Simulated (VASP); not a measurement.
The system is Pb.

```
Pb
1.0
     1.74047   -2.88630    0.00000
     1.74047    2.88630    0.00000
     0.00000    0.00000    6.58626
Pb
2
Direct
  0.34628 0.65372 0.25000
  0.65372 0.34628 0.75000
```

| Quantity | Value |
| --- | --- |
| Program | VASP 6.6.1 |
| Task | relaxation of cell and atoms |
| Functional | PBE |
| Potentials or basis | VASP PAW PBE potentials, release 64 (Pb_d) |
| Cutoff | 600 eV |
| k mesh | 6 × 6 × 4 |
| Occupations | gaussian, width 0.1 eV |
| Spin | no spin polarisation |

At the start: pressure -0.2 GPa; volume 33.09 Å³/atom.

**Question.** How do energy, volume and symmetry change on relaxing?

**Answer.** Over 3 steps the energy falls by 7.4 meV/atom and the volume is 32.78 Å³/atom (-0.9 %); space group Cmcm (No. 63, to 0.05 Å).

The path:
```
step  energy change (eV)  largest force (eV/Å)  pressure (GPa)  volume (Å³)
   1              0.0000                0.0196           -0.19        66.17
   2             -0.0122                0.0124           -0.05        65.79
   3             -0.0147                0.0129            0.01        65.55
```

Final structure:
```
Pb
1.0
     1.70816   -2.95040    0.00000
     1.70816    2.95040    0.00000
     0.00000    0.00000    6.50328
Pb
2
Direct
  0.34602 0.65398 0.25000
  0.65398 0.34602 0.75000
```
